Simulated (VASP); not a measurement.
Set up this calculation in VASP 6.6.1, as the native input.

* Task: single point
* Functional: PBE
* Potentials or basis: VASP PAW PBE potentials, release 64 (Cd, S)
* Cutoff: 520 eV
* k mesh: 9 × 9 × 5
* Occupations: fermi-dirac, width 0.1 eV
* Spin: no spin polarisation
* Dipole correction: no
* Further INCAR settings: ALGO = Normal; EDIFF = 1e-06; NBANDS = 26

The structure of CdS (NiAs type) lies in POSCAR:

```
CdS
1.0
    3.8773542427      0.0000000000      0.0000000000
   -1.9386771214      3.3578872737      0.0000000000
    0.0000000000      0.0000000000      6.4779665374
Cd S
2 2
Direct
    0.0000000000      0.0000000000      0.0000000000
    0.0000000000      0.0000000000      0.5000000000
    0.3333333333      0.6666666667      0.2500000000
    0.6666666667      0.3333333333      0.7500000000
```

These files were run (other wordings do the same):

INCAR

```
PREC     = Accurate       # precision mode
ENCUT    = 520            # plane-wave cutoff, eV
EDIFF    = 1E-6           # SCF threshold, eV
ISMEAR   = -1             # smearing method
SIGMA    = 0.1            # smearing width, eV
LREAL    = False          # projectors in reciprocal space
LASPH    = True           # aspherical terms in the spheres
NELM     = 80             # most SCF steps
ALGO     = Normal         # electronic algorithm
ISIF     = 2              # what is computed and relaxed
LWAVE    = False          # write WAVECAR
LCHARG   = False          # write CHGCAR
GGA      = PE             # functional
NBANDS   = 26             # bands
```

KPOINTS

```
Automatic mesh
0
Gamma
  9 9 5
```

Potentials or basis: VASP PAW PBE potentials, release 64 (Cd, S).

The run is started by

```bash
$ cat potpaw_PBE.64/Cd/POTCAR potpaw_PBE.64/S/POTCAR > POTCAR
$ mpirun -np 1 vasp_std > vasp.out
```

It gave:

```yaml
Pressure: 0.4 GPa
Band_gap_on_the_k_mesh: 0.54 eV, direct
```

Run time: 62 s on 1 thread of AMD EPYC 7R43 64-Core Processor (Zen 3), on a shared host, peak memory 0.19 GiB.
